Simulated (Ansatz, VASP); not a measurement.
# Ti in VASP and in Ansatz

The input INCAR:

```
ALGO = Normal
EDIFF = 1E-6
ENCUT = 500
GGA = PE
GGA_COMPAT = False
ISIF = 2
ISMEAR = 0
LASPH = True
LCHARG = True
LELF = True
LREAL = False
LVHAR = True
LWAVE = False
NBANDS = 25
NELM = 120
PREC = Accurate
SIGMA = 0.15
```

Contents of KPOINTS:

```
k-points
0
Gamma
  12 12 14
```

POSCAR

```
Ti
1.0
    4.5026278307      0.0000000000      0.0000000000
   -2.2513139154      3.8993900852      0.0000000000
    0.0000000000      0.0000000000      2.7844711468
Ti
3
Direct
    0.0000000000      0.0000000000      0.0000000000
    0.3333333333      0.6666666667      0.5000000000
    0.6666666667      0.3333333333      0.5000000000
```

Input for Ansatz:

```yaml
crystal:
  lattice:
    - [4.5026278307, 0.0, 0.0]
    - [-2.2513139154, 3.8993900852, 0.0]
    - [0.0, 0.0, 2.7844711468]
  atoms:
    - { symbol: Ti, position: [0.0, 0.0, 0.0] }
    - { symbol: Ti, position: [0.3333333333, 0.6666666667, 0.5] }
    - { symbol: Ti, position: [0.6666666667, 0.3333333333, 0.5] }
basis:
  ecutwfc: 520.0
kpoints:
  mp_grid: { grid: [12, 12, 14] }
hamiltonian:
  xc: pbe
  pseudopotentials: { kind: paw, azcp: { folder: soft_1 } }
scf:
  occupations: { method: gaussian, width: 0.15 }
output:
  forces: true
  stress: true
  eigenvalues: true
```

Change from the starting cell: mode 6 frozen in at +0.000 Å, equal normal strain along x, y and z -0.0167.

Alike in both runs: task single point; functional PBE; k mesh 12 × 12 × 14; occupations gaussian, width 0.15 eV; no spin polarisation.

|  | VASP | Ansatz |
| --- | --- | --- |
| version | VASP 6.6.1 | Ansatz 0.2.0 |
| potentials or method | VASP PAW PBE potentials, release 64 (Ti_sv), cutoff 500 eV | scalar-relativistic, plane waves, PAW |
| valence electrons in the cell | 36 | 36 |

```csv
,VASP,Ansatz,Ansatz less VASP
gap on the k mesh at the Fermi level (eV),none,none,-
pressure (GPa),5.9,6.2,+0.33
"traceless stress, the component that is largest in VASP (GPa)",0.26,0.25,-0.008
```

A gap of «none» marks a metal or a gap that the smearing closes. The functional is the same, so the differences come from potentials, cutoffs and numerics.
